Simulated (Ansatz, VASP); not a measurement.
## One calculation of Ir, two programs

```
Ir
1.0
     4.22854    0.00000    0.00000
    -2.11427    3.66202    0.00000
     0.00000    0.00000    4.80074
Ir
4
Direct
  0.00000 0.00000 0.25000
  0.00000 0.00000 0.75000
  0.33333 0.66667 0.75000
  0.66667 0.33333 0.25000
```

Alike in both runs: functional PBEsol; k mesh 6 × 6 × 4; occupations gaussian, width 0.1 eV; no spin polarisation.

Ansatz relaxed the structure, and its values are those at the end. VASP's run is a single point on that final structure, the one shown.

|  | VASP | Ansatz |
| --- | --- | --- |
| version | VASP 6.6.1 | Ansatz 0.2.0 |
| potentials or method | VASP PAW PBE potentials, release 64 (Ir), cutoff 500 eV | scalar-relativistic, plane waves, PAW |
| valence electrons in the cell | 36 | 68 |

Ansatz gave:

- gap on the k mesh at the Fermi level (eV): none
- pressure (GPa): 0.0

Task: What did VASP give for the same quantities?

Result: gap on the k mesh at the Fermi level (eV): none; pressure (GPa): 0.2.

VASP's potentials were made for PBE, not for PBEsol. A gap of «none» marks a metal or a gap that the smearing closes. The functional is the same, so the differences come from potentials, cutoffs and numerics. VASP's potentials hold 36 valence electrons a cell and Ansatz's 68, so a difference there can come from the potentials and not from the codes.

Spin-orbit coupling is off throughout.
